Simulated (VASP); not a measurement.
Here is a VASP 6.6.1 calculation.

File INCAR:

```
PREC = Accurate ; ENCUT = 520
EDIFF = 1E-6 ; ISMEAR = 0
SIGMA = 0.05 ; LREAL = F
LASPH = T ; NELM = 100
ALGO = Normal ; ISIF = 2
LWAVE = F ; LCHARG = F
LDIPOL = T ; IDIPOL = 3
DIPOL = 0.5 0.5 0.500 ; GGA = PS
NBANDS = 28
```

Contents of KPOINTS:

```
regular mesh
0
Gamma
  8 8 1
```

Contents of POSCAR:

```
B5P4
1.0
    3.1962448227      0.0000000000      0.0000000000
    0.0000000000      3.1962448227      0.0000000000
    0.0000000000      0.0000000000     24.0403455538
B P
5 4
Direct
    0.5000000000      0.5000000000      0.3189664369
    0.0000000000      0.0000000000      0.4065115549
    0.5000000000      0.5000000000      0.4999999987
    0.0000000000      0.0000000000      0.5934884478
    0.5000000000      0.5000000000      0.6810335697
    0.5000000000      0.0000000000      0.3582344605
    0.0000000000      0.5000000000      0.4528666518
    0.5000000000      0.0000000000      0.5471333478
    0.0000000000      0.5000000000      0.6417655319
```

Potentials or basis: VASP PAW PBE potentials, release 64 (B, P).

Command:

```bash
$ cat potpaw_PBE.64/B/POTCAR potpaw_PBE.64/P/POTCAR > POTCAR
$ mpirun -np 1 vasp_std > vasp.out
```

Task: What does it give for the largest force?

Result: 0.011 eV/Å.

Task: What does it give for the band gap on the k mesh?

Result: Zero (an odd number of electrons rules out a gap without spin polarisation).

Forces on the atoms (eV/Å):
```
B    0.000  0.000 -0.011
B    0.000  0.000  0.001
B    0.000  0.000  0.000
B    0.000  0.000 -0.001
B    0.000  0.000  0.011
P    0.000  0.000 -0.002
P    0.000  0.000 -0.002
P    0.000  0.000  0.002
P    0.000  0.000  0.002
```

Caveat: the PAW data sets were made with another functional, which shifts forces and pressure a little; an odd number of electrons without spin polarisation forces a metal; a magnetic or distorted state may lie lower.
